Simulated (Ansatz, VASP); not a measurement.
## BiTe: VASP beside Ansatz

```
Bi Te
1.0
     0.00000    3.19716    3.19716
     3.19716    0.00000    3.19716
     3.19716    3.19716    0.00000
Bi Te
1 1
Direct
  0.00000 0.00000 0.00000
  0.50000 0.50000 0.50000
```

Alike in both runs: functional PBEsol; k mesh 12 × 12 × 12; occupations gaussian, width 0.1 eV; no spin polarisation.

Ansatz relaxed the structure, and its values are those at the end. VASP's run is a single point on that final structure, the one shown.

|  | VASP | Ansatz |
| --- | --- | --- |
| version | VASP 6.6.1 | Ansatz 0.2.0 |
| potentials or method | VASP PAW PBE potentials, release 64 (Bi_d, Te), cutoff 520 eV | scalar-relativistic, plane waves, PAW |
| valence electrons in the cell | 21 | 31 |

|  | VASP | Ansatz | Ansatz less VASP |
| --- | --- | --- | --- |
| gap on the k mesh at the Fermi level (eV) | none | none | - |
| pressure (GPa) | 0.0 | 0.0 | +0.02 |

VASP's potentials were made for PBE, not for PBEsol. A gap of «none» marks a metal or a gap that the smearing closes. VASP's potentials hold 21 valence electrons a cell and Ansatz's 31, so a difference there can come from the potentials and not from the codes.

Neither program's run includes spin-orbit coupling.
